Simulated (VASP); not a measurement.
Input of a VASP 6.6.1 run:

Contents of INCAR:

```
SYSTEM = TiO2
ALGO = Normal
EDIFF = 1E-7
ENCUT = 520
GGA = PE
ISIF = 2
ISMEAR = 0
LASPH = .TRUE.
LCHARG = .FALSE.
LREAL = .FALSE.
LWAVE = .FALSE.
NBANDS = 33
NELM = 100
PREC = Accurate
SIGMA = 0.01
```

KPOINTS

```
k-points
0
G
  8 8 8
  0 0 0
```

Contents of POSCAR:

```
TiO2
1.0
   -1.9412672932      1.9412672932      4.8809211427
    1.9412672932     -1.9412672932      4.8809211427
    1.9412672932      1.9412672932     -4.8809211427
Ti O
2 4
Direct
    0.0000000000      0.0000000000      0.0000000000
    0.7500000000      0.2500000000      0.5000000000
    0.2081000000      0.2081000000      0.0000000000
    0.9581000000      0.4581000000      0.5000000000
    0.5419000000      0.0419000000      0.5000000000
    0.7919000000      0.7919000000      0.0000000000
```

Potentials or basis: VASP PAW PBE potentials, release 64 (Ti_sv, O).

Launch:

```console
$ cat potpaw_PBE.64/Ti_sv/POTCAR potpaw_PBE.64/O/POTCAR > POTCAR
$ mpirun -np 1 vasp_std > vasp.out
```

(1) What does it give for the largest force?

(2) Predict the band gap on the k mesh.

(3) Estimate the pressure.

Answers

(1) 0.297 eV/Å.

(2) 1.96 eV (least direct gap 2.25 eV).

(3) -9.2 GPa.

Caveat: the cell stands under tension.
